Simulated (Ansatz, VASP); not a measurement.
BeTe: VASP beside Ansatz

The input POSCAR:

```
BeTe
1.0
    0.0000000000      2.6871924460      2.9308310144
    2.6871924460      0.0000000000      2.9308310144
    2.6871924460      2.6871924460      0.0000000000
Be Te
1 1
Direct
    0.0000000000      0.0000000000      0.0000000000
    0.2500000000      0.2500000000      0.2500000000
```

Contents of INCAR.step1:

```
SYSTEM = BeTe
PREC = Accurate ; ENCUT = 520
EDIFF = 1E-5 ; ISMEAR = 0
SIGMA = 0.01 ; LREAL = .False.
LASPH = .True. ; NELM = 60
ALGO = Normal ; ISIF = 2
LWAVE = .True. ; LCHARG = .False.
NBANDS = 11 ; GGA = PE
```

File INCAR.step2:

```
SYSTEM = BeTe
PREC = Accurate ; ENCUT = 520
EDIFF = 1E-6 ; ISMEAR = 0
SIGMA = 0.01 ; LREAL = .False.
LASPH = .True. ; NELM = 60
ALGO = Normal ; ISIF = 2
LWAVE = .False. ; LCHARG = .False.
GGA = PE ; LHFCALC = .True.
HFSCREEN = 0.2079 ; PRECFOCK = Normal
NBANDS = 11 ; ISTART = 1
```

File KPOINTS:

```
Automatic mesh
0
Gamma
  6 6 6
  0 0 0
```

Input for Ansatz:

```yaml
crystal:
  lattice:
    - [0.0, 2.687192446, 2.9308310144]
    - [2.687192446, 0.0, 2.9308310144]
    - [2.687192446, 2.687192446, 0.0]
  atoms:
    - { symbol: Be, position: [0.0, 0.0, 0.0] }
    - { symbol: Te, position: [0.25, 0.25, 0.25] }
kpoints:
  mp_grid: { grid: [6, 6, 6] }
  band_path:
    path:
      - [0.0, 0.0, 0.0]
      - [-0.5, -0.5, 0.0]
      - [-0.375, -0.375, 0.25]
      - [-0.375, 0.0, 0.375]
      - [0.0, 0.0, 0.5]
      - [-0.5, -0.25, 0.25]
      - [0.0, 0.5, 0.5]
    npoints: 1
hamiltonian:
  xc: hse06
scf:
  occupations: { method: fixed }
  n_extra_bands: 4
output:
  forces: true
  stress: true
  eigenvalues: true
  write_density: true
  write_potential: true
  elf: true
  volumetric_format: npy
```

Change from the starting cell: epitaxial_xy strain -5.0%.

Alike in both runs: task single point; functional HSE06; k mesh 6 × 6 × 6; no spin polarisation.

```csv
,VASP,Ansatz
version,VASP 6.6.1,Ansatz 0.2.0
potentials or method,"VASP PAW PBE potentials, release 64 (Be, Te)","plane waves, PAW"
plane-wave cutoff (eV),520,420
occupations,"gaussian, width 0.01 eV",fixed
valence electrons in the cell,8,18
```

```csv
,VASP,Ansatz,Ansatz less VASP
gap on the k mesh at the Fermi level (eV),2.09,2.12,+0.022
pressure (GPa),3.4,3.6,+0.13
"traceless stress, the component that is largest in VASP (GPa)",-4.56,-4.57,-0.014
```

VASP's potentials hold 8 valence electrons a cell and Ansatz's 18, so a difference there can come from the potentials and not from the codes. Ansatz's warnings: stress exchange threshold loose, stress scf threshold loose.

Spin-orbit coupling is off throughout.
